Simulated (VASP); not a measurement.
Na4CdIr, 6 atoms in the cell. The structure is cubic, space group F-43m (No. 216). The conventional cell has a = 7.984 Å, b = 7.984 Å, c = 7.984 Å, α = 90.00°, β = 90.00°, γ = 90.00°. Na (site symmetry 3m) has 6 Na at 2.78 to 2.86 Å and 3 Ir at 3.31 Å and 3 Cd at 3.31 Å within 3.7 Å. Within 4.4 Å of Cd (site symmetry -43m) lie 12 Na at 3.31 Å and 4 Ir at 3.46 Å. Ir (site symmetry -43m) has 12 Na at 3.31 Å and 4 Cd at 3.46 Å within 4.3 Å. 

| Property | Result |
| --- | --- |
| Program | VASP 6.6.1 |
| Task | single point |
| Functional | PBE |
| Potentials or basis | VASP PAW PBE potentials, release 64 (Na_pv, Cd, Ir) |
| Cutoff | 520 eV |
| k mesh | 8 × 8 × 8 |
| Occupations | gaussian, width 0.1 eV |
| Spin | no spin polarisation |
| Dipole correction | no |
| Further INCAR settings | ALGO = Fast; EDIFF = 1e-06; NBANDS = 34 |

Potentials or basis: VASP PAW PBE potentials, release 64 (Na_pv, Cd, Ir).

Command:

```console
$ cat potpaw_PBE.64/Na_pv/POTCAR potpaw_PBE.64/Cd/POTCAR potpaw_PBE.64/Ir/POTCAR > POTCAR
$ mpirun -np 1 vasp_std > vasp.out
```

Hardware: 1 thread of AMD EPYC 9R45 96-Core Processor (Zen 5), on a shared host.

Q: How long does it take, and how much memory?

A: Run time: 110 s on 1 thread of AMD EPYC 9R45 96-Core Processor (Zen 5), on a shared host, peak memory 0.29 GiB. Counts: scf iterations 14, k points 29.
